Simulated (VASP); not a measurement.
# WSe2 in VASP: single point with r2SCAN

Aim: the single point of WSe2 with r2SCAN.

All numbers are computed with VASP 6.6.1; they aren't measurements. Logs are shortened: lines on timing, memory, paths and dates and some standing lists are left out, and cuts for length are marked.

## 1. The cell of the first run

The cell holds a slab with vacuum, 12 atoms: a = 3.315 Å, b = 3.315 Å, c = 36.537 Å, α = 90.00°, β = 90.00°, γ = 120.00°.

## 2. Single point, r2SCAN

File POSCAR:

```
WSe2
1.0
    3.3145950641      0.0000000000      0.0000000000
   -1.6572975320      2.8705235287      0.0000000000
    0.0000000000      0.0000000000     36.5370027128
W Se
4 8
Direct
    0.6666666667      0.3333333333      0.9062748952
    0.6666666667      0.3333333333      0.2812935390
    0.3333333333      0.6666666667      0.7187064610
    0.3333333333      0.6666666667      0.0937251048
    0.3333333333      0.6666666667      0.9517534655
    0.3333333333      0.6666666667      0.3267465393
    0.6666666667      0.3333333333      0.7641918561
    0.6666666667      0.3333333333      0.1392040450
    0.3333333333      0.6666666667      0.8607959550
    0.3333333333      0.6666666667      0.2358081439
    0.6666666667      0.3333333333      0.6732534607
    0.6666666667      0.3333333333      0.0482465345
```

File INCAR.step1:

```
PREC = Accurate ; ENCUT = 520
ISMEAR = 0 ; SIGMA = 0.02
LREAL = F ; LASPH = T
NELM = 80 ; NBANDS = 64
GGA = PE ; ALGO = Normal
EDIFF = 1E-4 ; LWAVE = T
LCHARG = F
```

File INCAR.step2:

```
PREC = Accurate ; ENCUT = 520
EDIFF = 1E-7 ; ISMEAR = 0
SIGMA = 0.02 ; LREAL = F
LASPH = T ; NELM = 80
ALGO = Normal ; ISIF = 2
LWAVE = F ; LCHARG = F
METAGGA = R2SCAN ; LMIXTAU = T
NBANDS = 64 ; ISTART = 1
```

File KPOINTS:

```
regular mesh
0
Gamma
  12 12 1
```

Potentials or basis: VASP PAW PBE potentials, release 64 (W_sv, Se).

Run with:

```
$ cat potpaw_PBE.64/W_sv/POTCAR potpaw_PBE.64/Se/POTCAR > POTCAR
$ cp INCAR.step1 INCAR
$ mpirun -np 1 vasp_std > vasp.out
$ cp INCAR.step2 INCAR
$ mpirun -np 1 vasp_std > vasp.out
```

OUTCAR:

```text
PREC = Accurate
   ENCUT = 520
   EDIFF = 1E-7
   ISMEAR = 0
   LREAL = F
   LASPH = T
   NELM = 80
   ISIF = 2
   METAGGA = R2SCAN
   ISTART = 1

 ion  position               nearest neighbor table
   1  0.667  0.333  0.906-   5 2.53   5 2.53   5 2.53   9 2.53   9 2.53   9 2.53
   2  0.667  0.333  0.281-   6 2.53   6 2.53   6 2.53  10 2.53  10 2.53  10 2.53
   3  0.333  0.667  0.719-  11 2.53  11 2.53  11 2.53   7 2.53   7 2.53   7 2.53
   4  0.333  0.667  0.094-  12 2.53  12 2.53  12 2.53   8 2.53   8 2.53   8 2.53
   5  0.333  0.667  0.952-   1 2.53   1 2.53   1 2.53
   6  0.333  0.667  0.327-   2 2.53   2 2.53   2 2.53
   7  0.667  0.333  0.764-   3 2.53   3 2.53   3 2.53
   8  0.667  0.333  0.139-   4 2.53   4 2.53   4 2.53
   9  0.333  0.667  0.861-   1 2.53   1 2.53   1 2.53
  10  0.333  0.667  0.236-   2 2.53   2 2.53   2 2.53
  11  0.667  0.333  0.673-   3 2.53   3 2.53   3 2.53
  12  0.667  0.333  0.048-   4 2.53   4 2.53   4 2.53

  LATTYP: Found a hexagonal cell.
 ALAT       =     3.3145950641
 C/A-ratio  =    11.0230667717

  Lattice vectors:

 A1 = (   3.3145950641,   0.0000000000,   0.0000000000)
 A2 = (  -1.6572975320,   2.8705235287,   0.0000000000)
 A3 = (   0.0000000000,   0.0000000000,  36.5370027128)

Analysis of symmetry for initial positions (statically):
=====================================================================
 Subroutine PRICEL returns:
 Original cell was already a primitive cell.

 Routine SETGRP: Setting up the symmetry group for a
 hexagonal supercell.

 Subroutine GETGRP returns: Found 12 space group operations
 (whereof 12 operations were pure point group operations)
 out of a pool of 24 trial point group operations.

The static configuration has the point symmetry D_3d.

Analysis of symmetry for dynamics (positions and initial velocities):
=====================================================================
 Subroutine PRICEL returns:
 Original cell was already a primitive cell.

 Routine SETGRP: Setting up the symmetry group for a
 hexagonal supercell.

 Subroutine GETGRP returns: Found 12 space group operations
 (whereof 12 operations were pure point group operations)
 out of a pool of 24 trial point group operations.

The dynamic configuration has the point symmetry D_3d.

 Subroutine INISYM returns: Found 12 space group operations
 (whereof 12 operations are pure point group operations),
 and found     1 'primitive' translations
[... 119 lines left out ...]
   PSTRESS=    0.0 pullay stress
   NELECT =     104.0000    total number of electrons
   NUPDOWN=      -1.0000    fix difference up-down
   EMIN   =  10.00;   EMAX   =-10.00  energy-range for DOS
   EFERMI =   0.00;   METHOD = LEGACY
   ISMEAR =     0;   SIGMA  =   0.02  broadening in eV -4-tet -1-fermi 0-gaus
   EFERMI_NEDOS =   21; number of points for ismear=-14 and -15
   IALGO  =     38    algorithm
   IMIX   =      4    mixing-type and parameters
     AMIX     =   0.40;   BMIX     =  1.00
     AMIX_MAG =   1.60;   BMIX_MAG =  1.00
  volume/ion in A,a.u.               =      28.97       195.50
  Fermi-wavevector in a.u.,A,eV,Ry     =   1.094908  2.069077 16.310995  1.198824
  Thomas-Fermi vector in A             =   2.231222
   LORBIT       =      0    0 simple, 1 ext, 2 COOP (PROOUT), +10 PAW based schemes
   METAGGA = R2SCAN    functional components
   LHFCALC =     F    Hartree Fock is set to
   AEXX    =    0.0000 exact exchange contribution
   IVDW    =     0    specifies the selected vdW correction
   LEPSILON=     F    determine dielectric tensor
   LRPA    =     F    only Hartree local field effects (RPA)
 non-spin polarized calculation
 Gauss-broadening in eV      SIGMA  =   0.02
  energy-cutoff  :      520.00
  volume of cell :      347.64
 maximum number of plane-waves:      9408
 NGX is ok and might be reduce to    28
   NGX = 13   NGY = 13   NGZ =135

 number of electron     103.9999997 magnetization

 Free energy of the ion-electron system (eV)
  ---------------------------------------------------
  ext. energy  EPLUGINS =         0.00000000
  ---------------------------------------------------
  free energy    TOTEN  =      -327.14137582 eV

  energy without entropy =     -327.14137582  energy(sigma->0) =     -327.14137582

 E-fermi :   2.9241     XC(G=0):  -8.3421

 val. band max:        2.5938931868   @ k =   0.0000   0.0000   0.0000
 cond. band min:       4.0412886183   @ k =   0.1667   0.1667   0.0000
 fundamental gap:      1.4473954315
 Fermi energy:         2.9240567068

 k-point     1 :       0.0000    0.0000    0.0000
  band No.  band energies     occupation
      1     -73.5841      2.00000
      2     -73.5841      2.00000
      3     -73.5828      2.00000
      4     -73.5828      2.00000
      5     -37.1626      2.00000
      6     -37.1626      2.00000
[... 1262 lines left out ...]
     63       6.1141      0.00000
     64       6.1141      0.00000

------------------------ aborting loop because EDIFF is reached ----------------------------------------

  FORCE on cell =-STRESS in cart. coord.  units (eV):
  Direction    XX          YY          ZZ          XY          YZ          ZX
  --------------------------------------------------------------------------------------
  -------------------------------------------------------------------------------------
  Total        0.5213005      0.5213005      0.5911102      0.0000000      0.0000000     -0.0000000
  in kB        2.4025599      2.4025599      2.7242973      0.0000000      0.0000000     -0.0000000
  external PRESSURE =       2.5098057 kB  Pullay stress =       0.0000000 kB

 VOLUME and BASIS-vectors are now :
 -----------------------------------------------------------------------------
  energy-cutoff  :      520.00
  volume of cell :      347.64
      direct lattice vectors                 reciprocal lattice vectors
     3.314595064  0.000000000  0.000000000     0.301695978  0.174184254  0.000000000
    -1.657297532  2.870523529  0.000000000     0.000000000  0.348368508  0.000000000
     0.000000000  0.000000000 36.537002713     0.000000000  0.000000000  0.027369514

 POSITION                                       TOTAL-FORCE (eV/Angst)
 -----------------------------------------------------------------------------------
      1.65730      0.95684     33.11257         0.000000     -0.000000     -0.000210
      1.65730      0.95684     10.27762         0.000000     -0.000000      0.000682
     -0.00000      1.91368     26.25938         0.000000      0.000000     -0.000682
     -0.00000      1.91368      3.42443        -0.000000      0.000000      0.000210
     -0.00000      1.91368     34.77422         0.000000      0.000000      0.045893
     -0.00000      1.91368     11.93834        -0.000000     -0.000000      0.044873
      1.65730      0.95684     27.92128        -0.000000      0.000000      0.044301
      1.65730      0.95684      5.08610         0.000000      0.000000      0.046327
     -0.00000      1.91368     31.45090        -0.000000     -0.000000     -0.046327
     -0.00000      1.91368      8.61572        -0.000000     -0.000000     -0.044301
      1.65730      0.95684     24.59866        -0.000000      0.000000     -0.044873
      1.65730      0.95684      1.76278         0.000000      0.000000     -0.045893
 -----------------------------------------------------------------------------------
    total drift:                               -0.000000      0.000000      0.000000

  FREE ENERGIE OF THE ION-ELECTRON SYSTEM (eV)
  ---------------------------------------------------
  free  energy   TOTEN  =      -327.1413758214 eV

  energy  without entropy=     -327.1413758214  energy(sigma->0) =     -327.14137582
```

Wall time 40 min (1 thread of Intel Xeon 6975P-C (Granite Rapids), shared host); peak memory 0.71 GiB.

What came out:

| Property | Result |
| --- | --- |
| Free energy | -327.1414 eV |
| Largest force | 0.046 eV/Å |
| Band gap on the k mesh | 1.45 eV (least direct gap 1.60 eV) |

Forces in eV/Å, atoms in the order of the input:
```
W    0.000  0.000  0.000
W    0.000  0.000  0.001
W    0.000  0.000 -0.001
W    0.000  0.000  0.000
Se   0.000  0.000  0.046
Se   0.000  0.000  0.045
Se   0.000  0.000  0.044
Se   0.000  0.000  0.046
Se   0.000  0.000 -0.046
Se   0.000  0.000 -0.044
Se   0.000  0.000 -0.045
Se   0.000  0.000 -0.046
```

Levels at points of the mesh, in eV from the valence-band top:
```tsv
k point	band 49	band 50	band 51	band 52	band 53	band 54	band 55	band 56
(0.00, 0.00, 0.00)	-0.69	-0.41	-0.15	0.00	2.90	2.90	2.90	2.90
(0.50, 0.00, 0.00)	-1.23	-1.22	-1.19	-1.18	2.32	2.32	2.33	2.34
```

Caveat: there is no dipole correction, which matters where the two faces differ; the PAW data sets were made with another functional, which shifts forces and pressure a little; spin-orbit coupling is left out, which moves the levels of the heavy elements.
